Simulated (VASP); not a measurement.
A run of VASP 6.6.1:

The input INCAR:

```
SYSTEM = BN
PREC = Accurate ; ENCUT = 520
EDIFF = 1E-6 ; ISMEAR = 0
SIGMA = 0.01 ; LREAL = .FALSE.
LASPH = .TRUE. ; NELM = 80
ALGO = Normal ; ISIF = 2
LWAVE = .FALSE. ; LCHARG = .FALSE.
GGA = PS ; NBANDS = 16
```

Contents of KPOINTS:

```
regular mesh
0
G
  9 9 6
  0 0 0
```

The input POSCAR:

```
BN
1.0
    2.5024521521      0.0000000000      0.0000000000
   -1.2512260760      2.1671871355      0.0000000000
    0.0000000000      0.0000000000      4.2100964423
B N
2 2
Direct
    0.3333333333      0.6666666667      0.0000745354
    0.6666666667      0.3333333333      0.5000745354
    0.3333333333      0.6666666667      0.3739254646
    0.6666666667      0.3333333333      0.8739254646
```

Potentials or basis: VASP PAW PBE potentials, release 64 (B, N).

Launch:

```bash
$ cat potpaw_PBE.64/B/POTCAR potpaw_PBE.64/N/POTCAR > POTCAR
$ mpirun -np 1 vasp_std > vasp.out
```

Hardware: 1 thread of Intel Xeon 8259CL, on a shared host.

Q: Estimate the wall time of this run.

A: Run time: 24 s on 1 thread of Intel Xeon 8259CL (shared host), peak memory 0.14 GiB. Counts: scf iterations 12, k points 48.
